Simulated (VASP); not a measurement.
BaBCl3: single point with PBE

Crystal: BaBCl3.

```
Ba B Cl
1.0
     6.27291    0.00000    0.00000
    -3.13646    5.43250    0.00000
     0.00000    0.00000    6.51313
Ba B Cl
1 1 3
Cartesian
  0.0000 0.0000 3.2566
  0.0000 0.0000 0.0000
  3.1365 0.0000 3.2566
  -1.5682 2.7163 3.2566
  1.5682 2.7163 3.2566
```

```json
{"Program": "VASP 6.6.1", "Task": "single point", "Functional": "PBE", "Potentials or basis": "VASP PAW PBE potentials, release 64 (Ba_sv, B, Cl)", "Cutoff": "520 eV", "k mesh": "6 × 6 × 4", "Occupations": "gaussian, width 0.1 eV", "Spin": "no spin polarisation", "Dipole correction": "no", "Further INCAR settings": "ALGO = Normal; EDIFF = 1e-06; NBANDS = 25"}
```

| Property | Result |
| --- | --- |
| Pressure | 0.2 GPa |
| Band gap on the k mesh | zero (band 17 reaches -1.12 eV, above the bottom of band 18 at -1.72 eV) |

Stress tensor (GPa, compression positive):
```
0.28 0.00 0.00
0.00 0.28 0.00
0.00 0.00 0.04
```

Levels at points of the mesh, in eV from the Fermi level:
```csv
k point,band 15,band 16,band 17,band 18,band 19,band 20
"(0.00, 0.00, 0.00)",-0.86,0.22,0.22,0.52,0.57,0.57
"(0.50, 0.00, 0.00)",-1.56,-1.31,0.00,0.40,0.50,0.54
"(0.00, 0.00, 0.50)",-0.86,-0.47,0.23,0.23,0.40,0.40
"(0.50, 0.00, 0.50)",-1.56,-1.36,-0.44,0.00,0.47,0.48
```

It took 110 s on 1 thread of Intel(R) Xeon(R) Platinum 8488C (Sapphire Rapids), with other jobs on the host, peak memory 0.39 GiB.

Caveat: spin-orbit coupling is left out, which moves the levels of the heavy elements.
